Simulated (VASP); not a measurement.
Input of a VASP 6.6.1 run:

The input INCAR:

```
SYSTEM = In3GaAs4
  PREC = Accurate
  ENCUT = 520
  EDIFF = 1E-7
  ISMEAR = 0
  SIGMA = 0.1
  LREAL = .False.
  LASPH = .True.
  NELM = 100
  ALGO = Normal
  ISIF = 2
  LWAVE = .False.
  LCHARG = .True.
  GGA = PE
  LELF = .True.
  LVHAR = .True.
  NBANDS = 46
```

File KPOINTS:

```
Automatic mesh
0
Gamma
  10 10 4
  0 0 0
```

File POSCAR:

```
In3GaAs4
1.0
    4.2903590000      0.0000000000      0.0000000000
    0.0000000000      4.2903590000      0.0000000000
    0.0000000000      0.0000000000     12.2022170000
In Ga As
3 1 4
Direct
    0.0000000000      0.0000000000      0.7413300000
    0.0000000000      0.0000000000      0.2586700000
    0.5000000000      0.5000000000      0.0000000000
    0.5000000000      0.5000000000      0.5000000000
    0.5000000000      0.0000000000      0.3886860000
    0.0000000000      0.5000000000      0.1293790000
    0.5000000000      0.0000000000      0.8706210000
    0.0000000000      0.5000000000      0.6113140000
```

Potentials or basis: VASP PAW PBE potentials, release 64 (In_d, Ga_d, As).

Command:

```sh
$ cat potpaw_PBE.64/In_d/POTCAR potpaw_PBE.64/Ga_d/POTCAR potpaw_PBE.64/As/POTCAR > POTCAR
$ mpirun -np 1 vasp_std > vasp.out
```

(1) Estimate the largest force.

(2) Estimate the band gap on the k mesh.

(3) What does it give for the pressure?

## Answers

(1) 0.014 eV/Å.

(2) zero (filled and empty bands touch).

(3) 0.1 GPa.

Caveat: spin-orbit coupling is left out, which moves the levels of the heavy elements.
